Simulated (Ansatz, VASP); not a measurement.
## One calculation of Gd, two programs

Contents of INCAR:

```
PREC = Accurate
ENCUT = 520
EDIFF = 1E-6
ISMEAR = -1
SIGMA = 0.05
LREAL = F
LASPH = T
NELM = 150
ALGO = Normal
ISIF = 2
LWAVE = F
LCHARG = F
ISPIN = 2
MAGMOM = 7 -7
LORBIT = 11
LMAXMIX = 6
GGA = PE
NBANDS = 29
```

File KPOINTS:

```
regular mesh
0
Gamma
  8 8 5
```

File POSCAR:

```
Gd
1.0
   -2.0250000000      2.0250000000      2.0250000000
    2.0250000000     -2.0250000000      2.0250000000
    4.0500000000      4.0500000000      0.0000000000
Gd
2
Direct
    0.0000000000      0.0000000000      0.0000000000
    0.5000000000      0.5000000000      0.5000000000
```

Input for Ansatz:

```yaml
crystal:
  lattice:
    - [-2.025, 2.025, 2.025]
    - [2.025, -2.025, 2.025]
    - [4.05, 4.05, 0.0]
  atoms:
    - { symbol: Gd, position: [0.0, 0.0, 0.0], spin: 7.0 }
    - { symbol: Gd, position: [0.5, 0.5, 0.5], spin: -7.0 }
magnetization:
  spin_polarized: true
kpoints:
  mp_grid: { grid: [8, 8, 5] }
scf:
  occupations: { method: fermi_dirac, width: 0.05 }
  lower_state_search: "off"
hamiltonian:
  xc: pbe
  pseudopotentials: { kind: paw }
output:
  forces: true
  stress: true
  eigenvalues: true
  write_density: true
  write_potential: true
  elf: true
  volumetric_format: npy
```

Alike in both runs: task single point; functional PBE; k mesh 8 × 8 × 5; occupations fermi-dirac, width 0.05 eV; collinear spin.

|  | VASP | Ansatz |
| --- | --- | --- |
| version | VASP 6.6.1 | Ansatz 0.2.0 |
| potentials or method | VASP PAW PBE potentials, release 64 (Gd) | PAW with Ansatz's default frozen-core files, scalar-relativistic |
| plane-wave cutoff (eV) | 520 | 420 |
| valence electrons in the cell | 36 | 36 |

|  | VASP | Ansatz | Ansatz less VASP |
| --- | --- | --- | --- |
| pressure (GPa) | -0.1 | 0.1 | +0.11 |
| traceless stress, the component that is largest in VASP (GPa) | -0.66 | -0.65 | +0.008 |
| net moment per atom (μB) | 0.00 | 0.00 | 0.000 |
| size of the moment on the site where the two differ most (μB) | 6.93 | 7.23 | +0.300 |

Site moments also hang on the region over which each program counts them.

Spin-orbit coupling is off throughout.
